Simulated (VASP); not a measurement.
## AlSi62 (a cell with a defect): single point with PBE+D3(BJ)

AlSi62 (a cell with a defect):

```
CELL_PARAMETERS angstrom
10.86000 0.00000 0.00000
0.00000 10.86000 0.00000
0.00000 0.00000 10.86000
ATOMIC_POSITIONS crystal
Si 0.49214 0.99226 0.00453
Si 0.62355 0.12371 0.12443
Si 0.75144 0.25154 0.00045
Si 0.88282 0.38295 0.12039
Si 0.74938 0.00181 0.25127
Si 0.87644 0.12843 0.37350
Si 0.99809 0.00120 0.99978
Si 0.12505 0.12520 0.12489
Si 0.24993 0.25002 0.00002
Si 0.37689 0.37401 0.12515
Si 0.50109 0.49820 0.99977
Si 0.62506 0.62518 0.12488
Si 0.74991 0.75003 0.00002
Si 0.87388 0.87700 0.12515
Si 0.25018 0.00122 0.25186
Si 0.37634 0.12572 0.37662
Si 0.50169 0.24952 0.25130
Si 0.62834 0.37656 0.37352
Si 0.75389 0.50231 0.24777
Si 0.88283 0.62969 0.36711
Si 0.49855 0.99866 0.50328
Si 0.62480 0.12494 0.62513
Si 0.75019 0.25028 0.49977
Si 0.87642 0.37656 0.62163
Si 0.74664 0.99867 0.75140
Si 0.87331 0.12570 0.87361
Si 0.01308 0.51320 0.99641
Si 0.36189 0.86202 0.12853
Si 0.00218 0.25403 0.24778
Si 0.12958 0.38297 0.36711
Si 0.25357 0.51321 0.23686
Si 0.37690 0.62492 0.37605
Si 0.50110 0.75032 0.25187
Si 0.62562 0.87647 0.37664
Si 0.99865 0.00180 0.50057
Si 0.12548 0.12375 0.62633
Si 0.24952 0.25156 0.49851
Si 0.37634 0.37345 0.62436
Si 0.50168 0.49877 0.50056
Si 0.62356 0.62565 0.62636
Si 0.75144 0.74962 0.49853
Si 0.87331 0.87646 0.62437
Si 0.24543 0.99234 0.75773
Si 0.37282 0.12121 0.87712
Si 0.49857 0.24680 0.75141
Si 0.62562 0.37344 0.87362
Si 0.74938 0.49880 0.74825
Si 0.87390 0.62491 0.87305
Si 0.01309 0.75368 0.23688
Si 0.12481 0.87702 0.37607
Si 0.00216 0.50229 0.49605
Si 0.12506 0.62518 0.62487
Si 0.24993 0.75003 0.50004
Si 0.37281 0.87294 0.62885
Si 0.99866 0.24952 0.74828
Si 0.12481 0.37401 0.87306
Si 0.25018 0.49821 0.74885
Si 0.36190 0.62155 0.88804
Si 0.49215 0.74555 0.75780
Si 0.62109 0.87293 0.87715
Si 0.99810 0.75030 0.74887
Si 0.12147 0.86210 0.88798
Al 0.18764 0.68759 0.06254
```

- Program: VASP 6.6.1
- Task: single point
- Functional: PBE
- Dispersion: D3(BJ)
- Potentials or basis: VASP PAW PBE potentials, release 64 (Si, Al)
- Cutoff: 520 eV
- k mesh: 1 × 1 × 1
- Occupations: gaussian, width 0.05 eV
- Spin: no spin polarisation

```json
{"Largest force": "0.008 eV/Å", "Dispersion energy per atom": "-0.310 eV"}
```

Forces on the atoms (eV/Å):
```
Si   0.000  0.000 -0.001
Si  -0.001 -0.001  0.000
Si  -0.002 -0.002  0.000
Si   0.000  0.000  0.001
Si   0.001 -0.003 -0.004
Si   0.000 -0.002  0.000
Si   0.002  0.000  0.002
Si   0.001 -0.001  0.000
Si  -0.007  0.001  0.002
Si   0.001 -0.001 -0.002
Si  -0.001  0.003  0.002
Si   0.001 -0.001  0.000
Si  -0.007  0.002  0.003
Si  -0.001  0.000 -0.002
Si  -0.002 -0.001 -0.001
Si  -0.001  0.000  0.000
Si  -0.002  0.000 -0.005
Si  -0.001  0.000  0.000
Si   0.002  0.003 -0.003
Si   0.000 -0.001  0.000
Si  -0.001 -0.002  0.002
Si   0.001 -0.001  0.000
Si   0.004  0.005 -0.004
Si   0.000  0.000  0.001
Si  -0.001 -0.002  0.002
Si   0.000  0.001  0.002
Si  -0.003 -0.005 -0.005
Si   0.005  0.004  0.003
Si   0.003  0.002 -0.003
Si  -0.001  0.001  0.000
Si   0.005 -0.004  0.003
Si   0.000  0.002  0.001
Si   0.000 -0.003 -0.002
Si   0.002 -0.002  0.000
Si   0.004 -0.002 -0.001
Si   0.000 -0.001  0.001
Si   0.000 -0.001  0.001
Si  -0.002  0.000 -0.001
Si  -0.003  0.005  0.000
Si  -0.001 -0.001  0.001
Si  -0.001  0.000  0.001
Si   0.000 -0.002 -0.001
Si   0.002  0.000  0.000
Si  -0.001  0.001  0.001
Si  -0.002 -0.002  0.002
Si   0.001  0.000  0.002
Si   0.001  0.004  0.003
Si  -0.001  0.002  0.000
Si  -0.003  0.004  0.003
Si   0.003 -0.001  0.001
Si   0.003  0.003 -0.002
Si   0.001 -0.001  0.001
Si  -0.007  0.002  0.003
Si  -0.001 -0.002 -0.001
Si   0.004  0.001  0.002
Si   0.002 -0.001  0.000
Si  -0.002  0.002  0.000
Si   0.005 -0.002 -0.005
Si   0.000  0.000  0.000
Si   0.000 -0.002  0.002
Si   0.002 -0.003  0.000
Si  -0.002  0.004 -0.004
Al   0.002  0.001 -0.001
```

Levels at points of the mesh, in eV from the Fermi level:
| k point | band 124 | band 125 | band 126 | band 127 | band 128 | band 129 |
| --- | --- | --- | --- | --- | --- | --- |
| (0.00, 0.00, 0.00) | -0.95 | -0.67 | 0.00 | 0.00 | 0.18 | 0.18 |

Wall time 7.2 min on 1 thread of Intel(R) Xeon(R) Platinum 8375C CPU @ 2.90GHz (Ice Lake) (shared host), peak memory 1 GiB.

Caveat: the k points lie up to 0.58 Å⁻¹ apart; the cell carries a net charge on a neutralising background, which shifts energy and pressure; the cell is charged against a uniform background, so pressure and absolute levels hang on convention.
